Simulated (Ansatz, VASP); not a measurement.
F: VASP beside Ansatz

File INCAR:

```
SYSTEM = F
PREC = Accurate ; ENCUT = 520
EDIFF = 1E-8 ; ISMEAR = -1
SIGMA = 0.05 ; LREAL = .False.
LASPH = .True. ; NELM = 80
ALGO = Normal ; ISIF = 2
LWAVE = .False. ; LCHARG = .False.
GGA = PE ; LEFG = .True.
NBANDS = 10
```

File KPOINTS:

```
Automatic mesh
0
Gamma
  16 16 16
  0 0 0
```

File POSCAR:

```
F
1.0
    0.0000000000      1.7057619217      1.7057619217
    1.7057619217      0.0000000000      1.7057619217
    1.7057619217      1.7057619217      0.0000000000
F
1
Direct
    0.0000000000      0.0000000000      0.0000000000
```

Input for Ansatz:

```yaml
crystal:
  lattice:
    - [0.0, 1.7057619217, 1.7057619217]
    - [1.7057619217, 0.0, 1.7057619217]
    - [1.7057619217, 1.7057619217, 0.0]
  atoms:
    - { symbol: F, position: [0.0, 0.0, 0.0] }
kpoints:
  mp_grid: { grid: [16, 16, 16] }
scf:
  occupations: { method: fermi_dirac, width: 0.05 }
hamiltonian:
  xc: pbe
  pseudopotentials: { kind: paw }
output:
  forces: true
  stress: true
  eigenvalues: true
  efg: { contact_densities: true }
```

Change from the starting cell: volume scaled by 0.98, PAW files.

Alike in both runs: task electric field gradients; functional PBE; k mesh 16 × 16 × 16; occupations fermi-dirac, width 0.05 eV; no spin polarisation.

```csv
,VASP,Ansatz
version,VASP 6.6.1,Ansatz 0.2.0
potentials or method,"VASP PAW PBE potentials, release 64 (F)","PAW with Ansatz's default frozen-core files, scalar-relativistic"
plane-wave cutoff (eV),520,420
valence electrons in the cell,7,7
```

```csv
,VASP,Ansatz,Ansatz less VASP
pressure (GPa),0.4,1.0,+0.62
```
